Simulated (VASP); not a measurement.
Set up this calculation in VASP 6.6.1, as the native input.

* Task: single point
* Functional: PBEsol
* Potentials or basis: VASP PAW PBE potentials, release 64 (Ca_sv)
* Cutoff: 520 eV
* k mesh: 12 × 12 × 8
* Occupations: gaussian, width 0.15 eV
* Spin: no spin polarisation
* Dipole correction: no
* Further INCAR settings: ALGO = Fast; EDIFF = 1e-07; NBANDS = 17

The structure of Ca lies in POSCAR:

```
Ca
1.0
    3.9799995206      0.0000000000      0.0000000000
   -1.9899997603      3.4467806919      0.0000000000
    0.0000000000      0.0000000000      6.5200000000
Ca
2
Direct
    0.2830820710      0.6666666667      0.2500000000
    0.6666666667      0.3333333333      0.7500000000
```

This cell differs from its parent crystal: atom 1 (Ca) moved by (-0.200, +0.000) A along x and z.

These files were run (other wordings do the same):

INCAR

```
PREC = Accurate
ENCUT = 520
EDIFF = 1E-7
ISMEAR = 0
SIGMA = 0.15
LREAL = F
LASPH = T
NELM = 60
ALGO = Fast
ISIF = 2
LWAVE = F
LCHARG = T
GGA = PS
LELF = T
LVHAR = T
NBANDS = 17
```

KPOINTS

```
regular mesh
0
Gamma
  12 12 8
```

Potentials or basis: VASP PAW PBE potentials, release 64 (Ca_sv).

The run is started by

```console
$ cat potpaw_PBE.64/Ca_sv/POTCAR > POTCAR
$ mpirun -np 1 vasp_std > vasp.out
```

It gave:

```yaml
Pressure: -1.4 GPa
Largest_force: 0.071 eV/Å
Band_gap_on_the_k_mesh: zero (bands 10 and 11 overlap by 0.51 eV)
```

Caveat: the cell differs from its parent crystal (atom 1 (Ca) moved by (-0.200, +0.000) A along x and z); the PAW data sets were made with another functional, which shifts forces and pressure a little.

Wall time 5.1 min on 1 thread of Intel(R) Xeon(R) 6975P-C (Granite Rapids) (shared host), peak memory 0.56 GiB.
